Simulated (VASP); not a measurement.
Input of a VASP 6.6.1 run:

INCAR

```
PREC     = Accurate       # precision mode
ENCUT    = 600            # plane-wave cutoff, eV
EDIFF    = 1E-6           # SCF threshold, eV
ISMEAR   = -1             # smearing method
SIGMA    = 0.02           # smearing width, eV
LREAL    = F              # projectors in reciprocal space
LASPH    = T              # aspherical terms in the spheres
NELM     = 100            # most SCF steps
ALGO     = Normal         # electronic algorithm
ISIF     = 3              # what is computed and relaxed
LWAVE    = F              # write WAVECAR
LCHARG   = F              # write CHGCAR
IBRION   = 2              # ionic algorithm
NSW      = 60             # ionic steps
EDIFFG   = -0.005         # ionic threshold
```

Contents of KPOINTS:

```
Automatic mesh
0
Gamma
  16 16 16
```

POSCAR

```
C
1.0
    0.0000000000      1.7863159877      1.7863159877
    1.7863159877      0.0000000000      1.7863159877
    1.7863159877      1.7863159877      0.0000000000
C
2
Direct
   -0.1250000000     -0.1250000000     -0.1250000000
    0.1250000000      0.1250000000      0.1250000000
```

Potentials or basis: VASP PAW LDA potentials, release 64 (C).

Launch:

```console
$ cat potpaw_LDA.64/C/POTCAR > POTCAR
$ mpirun -np 1 vasp_std > vasp.out
```

(1) Estimate the band gap on the k mesh.

(2) Predict the relaxed cell.

Answers

(1) 4.17 eV (least direct gap 5.62 eV).

(2) a = 2.499 Å, b = 2.499 Å, c = 2.499 Å, α = 60.00°, β = 60.00°, γ = 60.00°.
